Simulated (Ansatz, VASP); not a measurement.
## BaTiO3: VASP beside Ansatz

The input POSCAR:

```
BaTiO3
1.0
    4.0845689666      0.0000000000      0.0000000000
    0.0000000000      4.0845689666      0.0000000000
    0.0000000000      0.0000000000      4.0845689666
Ba Ti O
1 1 3
Direct
    0.5000000000      0.5000000000      0.5000000000
    0.0000000000      0.0000000000      0.0000000000
    0.0000000000      0.0000000000      0.5000000000
    0.0000000000      0.5000000000      0.0000000000
    0.5000000000      0.0000000000      0.0000000000
```

INCAR.step1

```
PREC = Accurate ; ENCUT = 520
ISMEAR = -1 ; SIGMA = 0.05
LREAL = F ; LASPH = T
NELM = 60 ; NBANDS = 28
GGA = PE ; ALGO = Normal
EDIFF = 1E-4 ; LWAVE = T
LCHARG = F
```

File INCAR.step2:

```
PREC = Accurate ; ENCUT = 520
EDIFF = 1E-6 ; ISMEAR = -1
SIGMA = 0.05 ; LREAL = F
LASPH = T ; NELM = 60
ALGO = Normal ; ISIF = 2
LWAVE = F ; LCHARG = F
METAGGA = R2SCAN ; LMIXTAU = T
NBANDS = 28 ; ISTART = 1
```

File KPOINTS:

```
regular mesh
0
Gamma
  7 7 7
```

The input input.yaml:

```yaml
crystal:
  lattice:
    - [4.0845689666, 0.0, 0.0]
    - [0.0, 4.0845689666, 0.0]
    - [0.0, 0.0, 4.0845689666]
  atoms:
    - { symbol: Ba, position: [0.5, 0.5, 0.5] }
    - { symbol: Ti, position: [0.0, 0.0, 0.0] }
    - { symbol: O, position: [0.0, 0.0, 0.5] }
    - { symbol: O, position: [0.0, 0.5, 0.0] }
    - { symbol: O, position: [0.5, 0.0, 0.0] }
hamiltonian:
  xc: r2scan
  pseudopotentials: { kind: paw }
kpoints:
  mp_grid: { grid: [7, 7, 7] }
scf:
  occupations: { method: fermi_dirac, width: 0.05 }
output:
  forces: true
  stress: true
  eigenvalues: true
  write_density: true
  write_potential: true
  elf: true
  volumetric_format: npy
```

Alike in both runs: task single point; functional r2SCAN; k mesh 7 × 7 × 7; occupations fermi-dirac, width 0.05 eV; no spin polarisation.

```csv
,VASP,Ansatz
version,VASP 6.6.1,Ansatz 0.2.0
potentials or method,"VASP PAW PBE potentials, release 64 (Ba_sv, Ti_sv, O)",Ansatz PAW
plane-wave cutoff (eV),520,500
valence electrons in the cell,40,40
```

|  | VASP | Ansatz | Ansatz less VASP |
| --- | --- | --- | --- |
| gap on the k mesh at the Fermi level (eV) | 2.04 | 2.06 | +0.016 |
| least direct gap on the mesh (eV) | 2.19 | 2.17 | -0.020 |
| pressure (GPa) | -8.9 | -10.5 | -1.54 |

VASP's potentials were made for PBE, not for r2SCAN. With one functional, cell and mesh, what is left measures potentials, basis and numerics.

Neither program's run includes spin-orbit coupling. Noted on Ansatz's run: odd divisions of the mesh miss points on the zone boundary, where band edges often lie, so the gap on the mesh can be too wide.
